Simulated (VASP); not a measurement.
# Cu2O5 (cubic X2O5 type) (Pn-3m) in VASP: a series of runs

Cu2O5 (cubic X2O5 type) is run at these levels: PBE; tasks: single point.

Everything below comes from runs of VASP 6.6.1. Logs are shortened: lines on timing, memory, paths and dates and some standing lists are left out, and cuts for length are marked.

## (1) The cell of the first run

It takes space group Pn-3m (No. 224, cubic). Conventional cell: a = 4.978 Å, b = 4.978 Å, c = 4.978 Å, α = 90.00°, β = 90.00°, γ = 90.00°. Within 2.9 Å of Cu (site symmetry -3m) lie 12 O at 2.16 to 2.49 Å. Within 2.9 Å of O (site symmetry -3m) lie 6 O at 2.16 Å and 6 Cu at 2.49 Å. O (site symmetry -42m) has 4 Cu at 2.16 Å and 8 O at 2.16 to 2.49 Å within 2.9 Å.

## (2) Single point, PBE

The input, INCAR:

```
SYSTEM = Cu2O5
PREC = Accurate
ENCUT = 520
EDIFF = 1E-7
ISMEAR = -1
SIGMA = 0.06122561905347299
LREAL = .FALSE.
LASPH = .TRUE.
NELM = 60
ALGO = Normal
ISIF = 2
LWAVE = .FALSE.
LCHARG = .TRUE.
GGA = PE
LELF = .TRUE.
LVHAR = .TRUE.
NBANDS = 65
```

The input, KPOINTS:

```
Automatic mesh
0
G
  11 11 11
  0 0 0
```

The input, POSCAR:

```
Cu2O5
1.0
    4.9778195906      0.0000000000      0.0000000000
    0.0000000000      4.9778195906      0.0000000000
    0.0000000000      0.0000000000      4.9778195906
Cu O
4 10
Direct
    0.0000000000      0.0000000000      0.0000000000
    0.5000000000      0.5000000000      0.0000000000
    0.5000000000      0.0000000000      0.5000000000
    0.0000000000      0.5000000000      0.5000000000
    0.5000000000      0.0000000000      0.0000000000
    0.0000000000      0.5000000000      0.0000000000
    0.0000000000      0.0000000000      0.5000000000
    0.5000000000      0.5000000000      0.5000000000
    0.7500000000      0.7500000000      0.2500000000
    0.7500000000      0.2500000000      0.7500000000
    0.2500000000      0.7500000000      0.7500000000
    0.7500000000      0.2500000000      0.2500000000
    0.2500000000      0.7500000000      0.2500000000
    0.2500000000      0.2500000000      0.7500000000
```

Potentials or basis: VASP PAW PBE potentials, release 64 (Cu, O).

Started as:

```bash
cat potpaw_PBE.64/Cu/POTCAR potpaw_PBE.64/O/POTCAR > POTCAR
mpirun -np 1 vasp_std > vasp.out
```

OUTCAR:

```text
SYSTEM = Cu2O5
   PREC = Accurate
   ENCUT = 520
   EDIFF = 1E-7
   ISMEAR = -1
   LREAL = .FALSE.
   LASPH = .TRUE.
   NELM = 60
   ISIF = 2
   GGA = PE

 ion  position               nearest neighbor table
   1  0.000  0.000  0.000-   9 2.16  10 2.16  11 2.16  12 2.16  13 2.16  14 2.16
   2  0.500  0.500  0.000-   9 2.16  10 2.16  11 2.16  12 2.16  13 2.16  14 2.16
   3  0.500  0.000  0.500-   9 2.16  10 2.16  11 2.16  12 2.16  13 2.16  14 2.16
   4  0.000  0.500  0.500-   9 2.16  10 2.16  11 2.16  12 2.16  13 2.16  14 2.16
   5  0.500  0.000  0.000-
   6  0.000  0.500  0.000-
   7  0.000  0.000  0.500-
   8  0.500  0.500  0.500-
   9  0.750  0.750  0.250-   1 2.16   2 2.16   3 2.16   4 2.16
  10  0.750  0.250  0.750-   1 2.16   2 2.16   3 2.16   4 2.16
  11  0.250  0.750  0.750-   1 2.16   2 2.16   3 2.16   4 2.16
  12  0.750  0.250  0.250-   1 2.16   2 2.16   3 2.16   4 2.16
  13  0.250  0.750  0.250-   1 2.16   2 2.16   3 2.16   4 2.16
  14  0.250  0.250  0.750-   1 2.16   2 2.16   3 2.16   4 2.16

  LATTYP: Found a simple cubic cell.
 ALAT       =     4.9778195906

  Lattice vectors:

 A1 = (   4.9778195906,   0.0000000000,   0.0000000000)
 A2 = (   0.0000000000,   4.9778195906,   0.0000000000)
 A3 = (   0.0000000000,   0.0000000000,   4.9778195906)

Analysis of symmetry for initial positions (statically):
=====================================================================
 Subroutine PRICEL returns:
 Original cell was already a primitive cell.

 Routine SETGRP: Setting up the symmetry group for a
 simple cubic supercell.

 Subroutine GETGRP returns: Found 48 space group operations
 (whereof 12 operations were pure point group operations)
 out of a pool of 48 trial point group operations.

The static configuration has the point symmetry D_3d.
 The point group associated with its full space group is O_h .

Analysis of symmetry for dynamics (positions and initial velocities):
=====================================================================
 Subroutine PRICEL returns:
 Original cell was already a primitive cell.

 Routine SETGRP: Setting up the symmetry group for a
 simple cubic supercell.

 Subroutine GETGRP returns: Found 48 space group operations
 (whereof 12 operations were pure point group operations)
 out of a pool of 48 trial point group operations.

The dynamic configuration has the point symmetry D_3d.
 The point group associated with its full space group is O_h .

 Subroutine INISYM returns: Found 48 space group operations
 (whereof 12 operations are pure point group operations),
 and found     1 'primitive' translations

----------------------------------------------------------------------------------------

                                     Primitive cell

  volume of cell :     123.3438

  direct lattice vectors                    reciprocal lattice vectors
     4.977819591  0.000000000  0.000000000     0.200891170  0.000000000  0.000000000
     0.000000000  4.977819591  0.000000000     0.000000000  0.200891170  0.000000000
     0.000000000  0.000000000  4.977819591     0.000000000  0.000000000  0.200891170

  length of vectors
     4.977819591  4.977819591  4.977819591     0.200891170  0.200891170  0.200891170

  position of ions in fractional coordinates (direct lattice)
     0.000000000  0.000000000  0.000000000
     0.500000000  0.500000000  0.000000000
     0.500000000  0.000000000  0.500000000
     0.000000000  0.500000000  0.500000000
     0.500000000  0.000000000  0.000000000
     0.000000000  0.500000000  0.000000000
     0.000000000  0.000000000  0.500000000
     0.500000000  0.500000000  0.500000000
     0.750000000  0.750000000  0.250000000
     0.750000000  0.250000000  0.750000000
     0.250000000  0.750000000  0.750000000
     0.750000000  0.250000000  0.250000000
     0.250000000  0.750000000  0.250000000
     0.250000000  0.250000000  0.750000000

  ion indices of the primitive-cell ions
   primitive index   ion index
                 1           1
                 2           2
                 3           3
                 4           4
                 5           5
                 6           6
                 7           7
                 8           8
                 9           9
                10          10
                11          11
                12          12
                13          13
                14          14

----------------------------------------------------------------------------------------

 KPOINTS: Automatic mesh

Automatic generation of k-mesh.
 Grid dimensions read from file:
 generate k-points for:   11   11   11

 Generating k-lattice:

  Cartesian coordinates                     Fractional coordinates (reciprocal lattice)
     0.018262834  0.000000000  0.000000000     0.090909091  0.000000000  0.000000000
     0.000000000  0.018262834  0.000000000     0.000000000  0.090909091  0.000000000
     0.000000000  0.000000000  0.018262834     0.000000000  0.000000000  0.090909091

  Length of vectors
     0.018262834  0.018262834  0.018262834

  Shift w.r.t. Gamma in fractional coordinates (k-lattice)
     0.000000000  0.000000000  0.000000000

 Subroutine IBZKPT returns following result:
 ===========================================

 Found     56 irreducible k-points:

 Following reciprocal coordinates:
            Coordinates               Weight
  0.000000  0.000000  0.000000      1.000000
  0.090909  0.000000  0.000000      6.000000
  0.181818  0.000000  0.000000      6.000000
  0.272727  0.000000  0.000000      6.000000
  0.363636  0.000000  0.000000      6.000000
  0.454545  0.000000  0.000000      6.000000
[... 16 lines left out ...]
  0.181818  0.090909  0.090909     24.000000
  0.272727  0.090909  0.090909     24.000000
 [... further k-points ...]
   k-points           NKPTS =     56   k-points in BZ     NKDIM =     56   number of bands    NBANDS=     65
   number of dos      NEDOS =    301   number of ions     NIONS =     14
   total plane-waves  NPLWV =  64000
   dimension x,y,z NGX =    40 NGY =   40 NGZ =   40
   dimension x,y,z NGXF=    80 NGYF=   80 NGZF=   80
   ions per type =               4  10
   NGX,Y,Z   is equivalent  to a cutoff of  13.36, 13.36, 13.36 a.u.
   NGXF,Y,Z  is equivalent  to a cutoff of  26.72, 26.72, 26.72 a.u.
 SYSTEM =  Cu2O5
   PREC   = accura    normal or accurate (medium, high low for compatibility)
   ISTART =      0    job   : 0-new  1-cont  2-samecut
   ICHARG =      2    charge: 1-file 2-atom 10-const
   ISPIN  =      1    spin polarized calculation?
   LNONCOLLINEAR =      F non collinear calculations
   LSORBIT =      F    spin-orbit coupling
   LASPH  =      T    aspherical Exc in radial PAW
   ENCUT  =  520.0 eV  38.22 Ry    6.18 a.u.   9.26  9.26  9.26*2*pi/ulx,y,z
   NELM   =     60;   NELMIN=  2; NELMDL= -5     # of ELM steps
   EDIFF  = 0.1E-06   stopping-criterion for ELM
   LREAL  =      F    real-space projection
   EDIFFG = 0.1E-05   stopping-criterion for IOM
   NSW    =      0    number of steps for IOM
   IBRION =     -1    ionic relax: 0-MD 1-quasi-New 2-CG
   NFREE  =      0    steps in history (QN), initial steepest desc. (CG)
   ISIF   =      2    stress and relaxation
   ISYM   =      2    0-nonsym 1-usesym 2-fastsym
   POTIM  = 0.5000    time-step for ionic-motion
   TEBEG  =    0.0;   TEEND  =   0.0 temperature during run
   PSTRESS=    0.0 pullay stress
   NELECT =     104.0000    total number of electrons
   NUPDOWN=      -1.0000    fix difference up-down
   EMIN   =  10.00;   EMAX   =-10.00  energy-range for DOS
   EFERMI =   0.00;   METHOD = LEGACY
   ISMEAR =    -1;   SIGMA  =   0.06  broadening in eV -4-tet -1-fermi 0-gaus
   EFERMI_NEDOS =   21; number of points for ismear=-14 and -15
   IALGO  =     38    algorithm
   IMIX   =      4    mixing-type and parameters
     AMIX     =   0.40;   BMIX     =  1.00
     AMIX_MAG =   1.60;   BMIX_MAG =  1.00
  volume/ion in A,a.u.               =       8.81        59.45
  Fermi-wavevector in a.u.,A,eV,Ry     =   1.546608  2.922664 32.545066  2.391995
  Thomas-Fermi vector in A             =   2.651819
   LORBIT       =      0    0 simple, 1 ext, 2 COOP (PROOUT), +10 PAW based schemes
   GGA     = PE    functional components
   LHFCALC =     F    Hartree Fock is set to
   AEXX    =    0.0000 exact exchange contribution
   IVDW    =     0    specifies the selected vdW correction
   LEPSILON=     F    determine dielectric tensor
   LRPA    =     F    only Hartree local field effects (RPA)
 non-spin polarized calculation
  energy-cutoff  :      520.00
  volume of cell :      123.34
 maximum number of plane-waves:      3346
 NGX is ok and might be reduce to    40
   NGX = 19   NGY = 19   NGZ = 19

 number of electron     104.0000080 magnetization

 Free energy of the ion-electron system (eV)
  ---------------------------------------------------
  ext. energy  EPLUGINS =         0.00000000
  ---------------------------------------------------
  free energy    TOTEN  =       -51.54327692 eV

  energy without entropy =      -51.34923414  energy(sigma->0) =      -51.44625553

 E-fermi :   4.7516     XC(G=0): -12.2325

 val. band max:        4.7488623748   @ k =   0.4545   0.0909   0.0000
 cond. band min:       4.7530765548   @ k =   0.1818   0.1818   0.0909
 fundamental gap:      0.0042141800
 Fermi energy:         4.7515825423

 k-point     1 :       0.0000    0.0000    0.0000
  band No.  band energies     occupation
      1     -16.1134      2.00000
      2     -13.8102      2.00000
      3     -13.8102      2.00000
      4     -13.0441      2.00000
      5     -13.0441      2.00000
      6     -13.0441      2.00000
[... 1597 lines left out ...]
     63      12.1343      0.00000
     64      12.1438      0.00000

 [... further k-points ...]

 [bands above 64 left out]

------------------------ aborting loop because EDIFF is reached ----------------------------------------

  FORCE on cell =-STRESS in cart. coord.  units (eV):
  Direction    XX          YY          ZZ          XY          YZ          ZX
  --------------------------------------------------------------------------------------
  -------------------------------------------------------------------------------------
  Total        5.4592453      5.4592453      5.4592453      0.0000000      0.0000000      0.0000000
  in kB       70.9129790     70.9129790     70.9129790      0.0000000      0.0000000      0.0000000
  external PRESSURE =      70.9129790 kB  Pullay stress =       0.0000000 kB

 VOLUME and BASIS-vectors are now :
 -----------------------------------------------------------------------------
  energy-cutoff  :      520.00
  volume of cell :      123.34
      direct lattice vectors                 reciprocal lattice vectors
     4.977819591  0.000000000  0.000000000     0.200891170  0.000000000  0.000000000
     0.000000000  4.977819591  0.000000000     0.000000000  0.200891170  0.000000000
     0.000000000  0.000000000  4.977819591     0.000000000  0.000000000  0.200891170

 POSITION                                       TOTAL-FORCE (eV/Angst)
 -----------------------------------------------------------------------------------
      0.00000      0.00000      0.00000         0.000000      0.000000     -0.000000
      2.48891      2.48891      0.00000         0.000000      0.000000     -0.000000
      2.48891      0.00000      2.48891         0.000000      0.000000     -0.000000
      0.00000      2.48891      2.48891         0.000000      0.000000     -0.000000
      2.48891      0.00000      0.00000         0.000000      0.000000     -0.000000
      0.00000      2.48891      0.00000         0.000000      0.000000     -0.000000
      0.00000      0.00000      2.48891         0.000000      0.000000     -0.000000
      2.48891      2.48891      2.48891         0.000000      0.000000     -0.000000
      3.73336      3.73336      1.24445         0.000000     -0.000000     -0.000000
      3.73336      1.24445      3.73336        -0.000000      0.000000      0.000000
      1.24445      3.73336      3.73336        -0.000000      0.000000     -0.000000
      3.73336      1.24445      1.24445         0.000000     -0.000000      0.000000
      1.24445      3.73336      1.24445         0.000000      0.000000     -0.000000
      1.24445      1.24445      3.73336        -0.000000      0.000000      0.000000
 -----------------------------------------------------------------------------------
    total drift:                               -0.000000      0.000000     -0.000000

  FREE ENERGIE OF THE ION-ELECTRON SYSTEM (eV)
  ---------------------------------------------------
  free  energy   TOTEN  =       -51.5432769211 eV

  energy  without entropy=      -51.3492341423  energy(sigma->0) =      -51.44625553
```

Wall time 20 min (1 thread of Intel Xeon 8259CL, shared host); peak memory 0.45 GiB.

Results:

* Free energy: -51.5433 eV
* Pressure: 7.1 GPa
* Band gap on the k mesh: zero (bands 52 and 53 overlap by 0.49 eV)

Caveat: the cell stands under pressure; semilocal functionals often make such compounds metallic where correlation or magnetic order opens a gap, which also shifts bond lengths. With open d or f shells a metallic result of PBE can be an artefact of self-interaction; +U or a hybrid may open a gap.

(Continued in part 2 of 2.)
